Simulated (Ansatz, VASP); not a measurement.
Two plane-wave programs on Rh

Contents of INCAR:

```
SYSTEM = Rh
ALGO = Normal
EDIFF = 1E-6
EDIFFG = -0.002
ENCUT = 600
GGA = CA
IBRION = 2
ISIF = 3
ISMEAR = -1
LASPH = .True.
LCHARG = .False.
LREAL = .False.
LWAVE = .False.
NELM = 60
NSW = 100
PREC = Accurate
SIGMA = 0.05
```

The input KPOINTS:

```
k-points
0
Gamma
  24 24 24
  0 0 0
```

Contents of POSCAR:

```
Rh
1.0
    0.0000000000      1.8978500000      1.8978500000
    1.8978500000      0.0000000000      1.8978500000
    1.8978500000      1.8978500000      0.0000000000
Rh
1
Direct
    0.0000000000      0.0000000000      0.0000000000
```

Input for Ansatz:

```yaml
crystal:
  lattice:
    - [0.0, 1.89785, 1.89785]
    - [1.89785, 0.0, 1.89785]
    - [1.89785, 1.89785, 0.0]
  atoms:
    - { symbol: Rh, position: [0.0, 0.0, 0.0] }
kpoints:
  mp_grid: { grid: [24, 24, 24] }
scf:
  occupations: { method: fermi_dirac, width: 0.05 }
hamiltonian:
  xc: lda
  pseudopotentials: { kind: paw }
relax:
  f_tol: 0.002
  max_steps: 80
  cell: {}
output:
  forces: true
  stress: true
```

Alike in both runs: task relaxation of cell and atoms; functional LDA; k mesh 24 × 24 × 24; occupations fermi-dirac, width 0.05 eV; no spin polarisation.

|  | VASP | Ansatz |
| --- | --- | --- |
| version | VASP 6.6.1 | Ansatz 0.2.0 |
| potentials or method | VASP PAW LDA potentials, release 64 (Rh_pv) | PAW with Ansatz's default frozen-core files, scalar-relativistic |
| plane-wave cutoff (eV) | 600 | 420 |
| valence electrons in the cell | 15 | 17 |

```tsv
	VASP	Ansatz	Ansatz less VASP
relaxed volume (Å³/atom)	13.26	13.22	-0.034
relaxed cell length with the largest relative difference (Å)	2.657	2.654	-0.0023
```

LDA's correlation is that of Perdew and Zunger in VASP and of Perdew and Wang (1992) in Ansatz. VASP's potentials hold 15 valence electrons a cell and Ansatz's 17, so a difference there can come from the potentials and not from the codes.
